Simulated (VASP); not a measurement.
Wanted: the native input for a VASP 6.6.1 run.

* Task: single point
* Functional: PBE
* Potentials or basis: VASP PAW PBE potentials, release 64 (Si, Sn_d)
* Cutoff: 520 eV
* k mesh: 12 × 12 × 12
* Occupations: gaussian, width 0.1 eV
* Spin: no spin polarisation
* Dipole correction: no
* Further INCAR settings: ALGO = Normal; EDIFF = 1e-06; NBANDS = 21

The structure of Si3Sn lies in POSCAR:

```
Si3Sn
1.0
    4.2035421515      0.0000000000      0.0000000000
    0.0000000000      4.2035421515      0.0000000000
    0.0000000000      0.0000000000      4.2035421515
Si Sn
3 1
Direct
    0.0000000000      0.0000000000      0.5000000000
    0.5000000000      0.0000000000      0.0000000000
    0.0000000000      0.5000000000      0.0000000000
    0.5000000000      0.5000000000      0.5000000000
```

The input as run:

INCAR

```
SYSTEM = Si3Sn
PREC = Accurate
ENCUT = 520
EDIFF = 1E-6
ISMEAR = 0
SIGMA = 0.1
LREAL = .FALSE.
LASPH = .TRUE.
NELM = 100
ALGO = Normal
ISIF = 2
LWAVE = .FALSE.
LCHARG = .FALSE.
GGA = PE
NBANDS = 21
```

KPOINTS

```
regular mesh
0
G
  12 12 12
  0 0 0
```

Potentials or basis: VASP PAW PBE potentials, release 64 (Si, Sn_d).

The run is started by

```sh
$ cat potpaw_PBE.64/Si/POTCAR potpaw_PBE.64/Sn_d/POTCAR > POTCAR
$ mpirun -np 1 vasp_std > vasp.out
```

Results of the run:

| Item | Value |
| --- | --- |
| Pressure | -0.1 GPa |
| Band gap on the k mesh | zero (band 13 reaches 10.79 eV, above the bottom of band 14 at 7.95 eV) |

Caveat: spin-orbit coupling is left out, which moves the levels of the heavy elements.

Wall time 45 s on 1 thread of Intel(R) Xeon(R) Platinum 8559C (Emerald Rapids), on a shared host, peak memory 0.25 GiB.
